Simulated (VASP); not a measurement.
# TaN (P-6m2) in VASP: a series of runs, part 2 of 2

VASP 6.6.1. The steps go on from the part before.

## Step 3: Single point, PBE

This run uses another cell than the first one, of 10.92 Å³/atom, 1.079 times its volume.

File INCAR:

```
SYSTEM = TaN
PREC = Accurate ; ENCUT = 520
EDIFF = 1E-6 ; ISMEAR = -1
SIGMA = 0.15 ; LREAL = .FALSE.
LASPH = .TRUE. ; NELM = 100
ALGO = Normal ; ISIF = 2
LWAVE = .FALSE. ; LCHARG = .TRUE.
GGA = PE ; LELF = .TRUE.
LVHAR = .TRUE. ; NBANDS = 15
```

File KPOINTS:

```
Automatic mesh
0
G
  18 18 14
  0 0 0
```

File POSCAR:

```
TaN
1.0
    2.9504707854      0.0000000000      0.0000000000
   -1.4752353927      2.5551826533      0.0000000000
    0.0000000000      0.0000000000      2.8973536918
Ta N
1 1
Direct
    0.3333333333      0.6666666667      0.5000000000
    0.0000000000      0.0000000000      0.0000000000
```

Potentials or basis: VASP PAW PBE potentials, release 64 (Ta_pv, N).

Started as:

```console
$ cat potpaw_PBE.64/Ta_pv/POTCAR potpaw_PBE.64/N/POTCAR > POTCAR
$ mpirun -np 1 vasp_std > vasp.out
```

OUTCAR:

```text
SYSTEM = TaN
   PREC = Accurate
   ENCUT = 520
   EDIFF = 1E-6
   ISMEAR = -1
   LREAL = .FALSE.
   LASPH = .TRUE.
   NELM = 100
   ISIF = 2
   GGA = PE

 ion  position               nearest neighbor table
   1  0.333  0.667  0.500-   2 2.24   2 2.24   2 2.24   2 2.24   2 2.24   2 2.24
   2  0.000  0.000  0.000-   1 2.24   1 2.24   1 2.24   1 2.24   1 2.24   1 2.24

  LATTYP: Found a hexagonal cell.
 ALAT       =     2.9504707854
 C/A-ratio  =     0.9819970786

  Lattice vectors:

 A1 = (   2.9504707854,   0.0000000000,   0.0000000000)
 A2 = (  -1.4752353927,   2.5551826533,   0.0000000000)
 A3 = (   0.0000000000,   0.0000000000,   2.8973536918)

Analysis of symmetry for initial positions (statically):
=====================================================================
 Subroutine PRICEL returns:
 Original cell was already a primitive cell.

 Routine SETGRP: Setting up the symmetry group for a
 hexagonal supercell.

 Subroutine GETGRP returns: Found 12 space group operations
 (whereof 12 operations were pure point group operations)
 out of a pool of 24 trial point group operations.

The static configuration has the point symmetry D_3h.

Analysis of symmetry for dynamics (positions and initial velocities):
=====================================================================
 Subroutine PRICEL returns:
 Original cell was already a primitive cell.

 Routine SETGRP: Setting up the symmetry group for a
 hexagonal supercell.

 Subroutine GETGRP returns: Found 12 space group operations
 (whereof 12 operations were pure point group operations)
 out of a pool of 24 trial point group operations.

The dynamic configuration has the point symmetry D_3h.

 Subroutine INISYM returns: Found 12 space group operations
 (whereof 12 operations are pure point group operations),
 and found     1 'primitive' translations

----------------------------------------------------------------------------------------

                                     Primitive cell

  volume of cell :      21.8431

  direct lattice vectors                    reciprocal lattice vectors
     2.950470785  0.000000000  0.000000000     0.338928962  0.195680727  0.000000000
    -1.475235393  2.555182653  0.000000000     0.000000000  0.391361455  0.000000000
     0.000000000  0.000000000  2.897353692     0.000000000  0.000000000  0.345142536

  length of vectors
     2.950470785  2.950470785  2.897353692     0.391361455  0.391361455  0.345142536

  position of ions in fractional coordinates (direct lattice)
     0.333333333  0.666666667  0.500000000
     0.000000000  0.000000000  0.000000000

  ion indices of the primitive-cell ions
   primitive index   ion index
                 1           1
                 2           2

----------------------------------------------------------------------------------------

 KPOINTS: Automatic mesh

Automatic generation of k-mesh.
 Grid dimensions read from file:
 generate k-points for:   18   18   14

 Generating k-lattice:

  Cartesian coordinates                     Fractional coordinates (reciprocal lattice)
     0.018829387  0.010871152  0.000000000     0.055555556 -0.000000000  0.000000000
     0.000000000  0.021742303  0.000000000     0.000000000  0.055555556  0.000000000
     0.000000000  0.000000000  0.024653038     0.000000000  0.000000000  0.071428571

  Length of vectors
     0.021742303  0.021742303  0.024653038

  Shift w.r.t. Gamma in fractional coordinates (k-lattice)
     0.000000000  0.000000000  0.000000000

 Subroutine IBZKPT returns following result:
 ===========================================

 Found    296 irreducible k-points:

 Following reciprocal coordinates:
            Coordinates               Weight
  0.000000  0.000000  0.000000      1.000000
  0.055556  0.000000  0.000000      6.000000
  0.111111  0.000000  0.000000      6.000000
  0.166667  0.000000  0.000000      6.000000
  0.222222  0.000000  0.000000      6.000000
  0.277778 -0.000000  0.000000      6.000000
[... 16 lines left out ...]
  0.333333  0.111111  0.000000     12.000000
  0.388889  0.111111  0.000000     12.000000
 [... further k-points ...]
   k-points           NKPTS =    296   k-points in BZ     NKDIM =    296   number of bands    NBANDS=     15
   number of dos      NEDOS =    301   number of ions     NIONS =      2
   total plane-waves  NPLWV =  13824
   dimension x,y,z NGX =    24 NGY =   24 NGZ =   24
   dimension x,y,z NGXF=    48 NGYF=   48 NGZF=   48
   ions per type =               1   1
   NGX,Y,Z   is equivalent  to a cutoff of  13.52, 13.52, 13.77 a.u.
   NGXF,Y,Z  is equivalent  to a cutoff of  27.05, 27.05, 27.54 a.u.
 SYSTEM =  TaN
   PREC   = accura    normal or accurate (medium, high low for compatibility)
   ISTART =      0    job   : 0-new  1-cont  2-samecut
   ICHARG =      2    charge: 1-file 2-atom 10-const
   ISPIN  =      1    spin polarized calculation?
   LNONCOLLINEAR =      F non collinear calculations
   LSORBIT =      F    spin-orbit coupling
   LASPH  =      T    aspherical Exc in radial PAW
   ENCUT  =  520.0 eV  38.22 Ry    6.18 a.u.   5.49  5.49  5.39*2*pi/ulx,y,z
   NELM   =    100;   NELMIN=  2; NELMDL= -5     # of ELM steps
   EDIFF  = 0.1E-05   stopping-criterion for ELM
   LREAL  =      F    real-space projection
   EDIFFG = 0.1E-04   stopping-criterion for IOM
   NSW    =      0    number of steps for IOM
   IBRION =     -1    ionic relax: 0-MD 1-quasi-New 2-CG
   NFREE  =      0    steps in history (QN), initial steepest desc. (CG)
   ISIF   =      2    stress and relaxation
   ISYM   =      2    0-nonsym 1-usesym 2-fastsym
   POTIM  = 0.5000    time-step for ionic-motion
   TEBEG  =    0.0;   TEEND  =   0.0 temperature during run
   PSTRESS=    0.0 pullay stress
   NELECT =      16.0000    total number of electrons
   NUPDOWN=      -1.0000    fix difference up-down
   EMIN   =  10.00;   EMAX   =-10.00  energy-range for DOS
   EFERMI =   0.00;   METHOD = LEGACY
   ISMEAR =    -1;   SIGMA  =   0.15  broadening in eV -4-tet -1-fermi 0-gaus
   EFERMI_NEDOS =   21; number of points for ismear=-14 and -15
   IALGO  =     38    algorithm
   IMIX   =      4    mixing-type and parameters
     AMIX     =   0.40;   BMIX     =  1.00
     AMIX_MAG =   1.60;   BMIX_MAG =  1.00
  volume/ion in A,a.u.               =      10.92        73.70
  Fermi-wavevector in a.u.,A,eV,Ry     =   1.475740  2.788745 29.630891  2.177809
  Thomas-Fermi vector in A             =   2.590352
   LORBIT       =      0    0 simple, 1 ext, 2 COOP (PROOUT), +10 PAW based schemes
   GGA     = PE    functional components
   LHFCALC =     F    Hartree Fock is set to
   AEXX    =    0.0000 exact exchange contribution
   IVDW    =     0    specifies the selected vdW correction
   LEPSILON=     F    determine dielectric tensor
   LRPA    =     F    only Hartree local field effects (RPA)
 non-spin polarized calculation
  energy-cutoff  :      520.00
  volume of cell :       21.84
 maximum number of plane-waves:       617
 NGX is ok and might be reduce to    24
   NGX = 11   NGY = 11   NGZ = 11

 number of electron      16.0000001 magnetization

 Free energy of the ion-electron system (eV)
  ---------------------------------------------------
  ext. energy  EPLUGINS =         0.00000000
  ---------------------------------------------------
  free energy    TOTEN  =       -22.44928212 eV

  energy without entropy =      -22.43995102  energy(sigma->0) =      -22.44461657

 E-fermi :   8.1450     XC(G=0): -13.2720

 val. band max:        8.1390883759   @ k =   0.0556   0.0000   0.5000
 cond. band min:       8.1693960977   @ k =   0.0556   0.0000   0.4286
 fundamental gap:      0.0303077218
 Fermi energy:         8.1449527610

 k-point     1 :       0.0000    0.0000    0.0000
  band No.  band energies     occupation
      1     -26.7736      2.00000
      2     -26.5130      2.00000
      3     -26.5130      2.00000
      4      -9.5641      2.00000
      5       3.6148      2.00000
      6       3.6148      2.00000
      7       3.9656      2.00000
      8       5.1991      2.00000
      9      10.2296      0.00000
     10      11.6333      0.00000
     11      11.6333      0.00000
     12      12.0413      0.00000
     13      12.0413      0.00000
     14      21.1259      0.00000
     15      21.4717      0.00000
[... 397 lines left out ...]
 k-point    24 :       0.3889    0.1111    0.0000
  band No.  band energies     occupation
      1     -27.4365      2.00000
      2     -26.8031      2.00000
      3     -26.6379      2.00000
      4      -7.3153      2.00000
      5       0.1131      2.00000
      6       3.0447      2.00000
      7       3.9020      2.00000
      8       5.8589      2.00000
      9      10.3949      0.00000
     10      11.1195      0.00000
     11      12.5856      0.00000
     12      14.0618      0.00000
     13      16.5470      0.00000
     14      20.0504      0.00000
     15      21.4392      0.00000

 [... further k-points ...]
[... 5 lines left out ...]
  --------------------------------------------------------------------------------------
  -------------------------------------------------------------------------------------
  Total        0.0821334      0.0821334      0.1039613      0.0000000      0.0000000      0.0000000
  in kB        6.0244244      6.0244244      7.6254889      0.0000000      0.0000000      0.0000000
  external PRESSURE =       6.5581126 kB  Pullay stress =       0.0000000 kB

 VOLUME and BASIS-vectors are now :
 -----------------------------------------------------------------------------
  energy-cutoff  :      520.00
  volume of cell :       21.84
      direct lattice vectors                 reciprocal lattice vectors
     2.950470785  0.000000000  0.000000000     0.338928962  0.195680727  0.000000000
    -1.475235393  2.555182653  0.000000000     0.000000000  0.391361455  0.000000000
     0.000000000  0.000000000  2.897353692     0.000000000  0.000000000  0.345142536

 POSITION                                       TOTAL-FORCE (eV/Angst)
 -----------------------------------------------------------------------------------
     -0.00000      1.70346      1.44868        -0.000000      0.000000      0.000000
      0.00000      0.00000      0.00000         0.000000      0.000000      0.000000
 -----------------------------------------------------------------------------------
    total drift:                                0.000000     -0.000000     -0.000000

  FREE ENERGIE OF THE ION-ELECTRON SYSTEM (eV)
  ---------------------------------------------------
  free  energy   TOTEN  =       -22.4492821198 eV

  energy  without entropy=      -22.4399510208  energy(sigma->0) =      -22.44461657
```

OSZICAR:

```text
N       E                     dE             d eps       ncg     rms          rms(c)
DAV:   1     0.907935108461E+02    0.90794E+02   -0.87833E+03  8888   0.113E+03
DAV:   2    -0.220655528410E+02   -0.11286E+03   -0.10622E+03 10749   0.304E+02
DAV:   3    -0.249886266109E+02   -0.29231E+01   -0.29069E+01 10168   0.454E+01
DAV:   4    -0.250014518411E+02   -0.12825E-01   -0.12822E-01 11519   0.324E+00
DAV:   5    -0.250015283372E+02   -0.76496E-04   -0.76489E-04 10385   0.237E-01    0.229E+01
DAV:   6    -0.225415591310E+02    0.24600E+01   -0.40818E+00 11542   0.237E+01    0.958E+00
DAV:   7    -0.224779746046E+02    0.63585E-01   -0.58533E-01  9902   0.620E+00    0.680E+00
DAV:   8    -0.224578753849E+02    0.20099E-01   -0.16684E-01 10952   0.348E+00    0.165E+00
DAV:   9    -0.224492860479E+02    0.85893E-02   -0.17708E-02  9902   0.111E+00    0.186E-01
DAV:  10    -0.224493465674E+02   -0.60519E-04   -0.11971E-03 11015   0.385E-01    0.987E-02
DAV:  11    -0.224492825103E+02    0.64057E-04   -0.82575E-05 10357   0.945E-02    0.150E-02
DAV:  12    -0.224492821276E+02    0.38268E-06   -0.10920E-05 10224   0.296E-02    0.356E-03
DAV:  13    -0.224492821198E+02    0.78312E-08   -0.99913E-08  5049   0.305E-03
   1 F= -.22449282E+02 E0= -.22444617E+02  d E =-.933110E-02
```

It took 26 s on 1 thread of Intel Xeon 6975P-C (Granite Rapids), shared host; peak memory 0.22 GiB.

What came out:

```yaml
Free_energy: -22.4493 eV
Pressure: 0.7 GPa
Band_gap_on_the_k_mesh: zero (band 8 reaches 8.33 eV, above the bottom of band 9 at 8.03 eV)
```

Stress tensor (GPa, compression positive):
```
0.60 0.00 0.00
0.00 0.60 0.00
0.00 0.00 0.76
```

Levels at points of the mesh, in eV from the Fermi level:
```tsv
k point	band 4	band 5	band 6	band 7	band 8	band 9	band 10	band 11	band 12	band 13
(0.00, 0.00, 0.00)	-17.71	-4.53	-4.53	-4.18	-2.95	2.08	3.49	3.49	3.90	3.90
(0.50, 0.00, 0.00)	-15.47	-8.24	-5.16	-3.45	-3.19	2.93	3.92	5.11	5.18	7.27
(0.00, 0.00, 0.50)	-15.14	-9.30	-3.73	-3.73	-0.11	-0.11	2.32	3.27	3.27	8.06
(0.50, 0.00, 0.50)	-15.74	-7.28	-6.17	-5.63	-0.42	4.03	5.22	5.88	6.93	9.97
```

Caveat: spin-orbit coupling is left out, which moves the levels of the heavy elements.
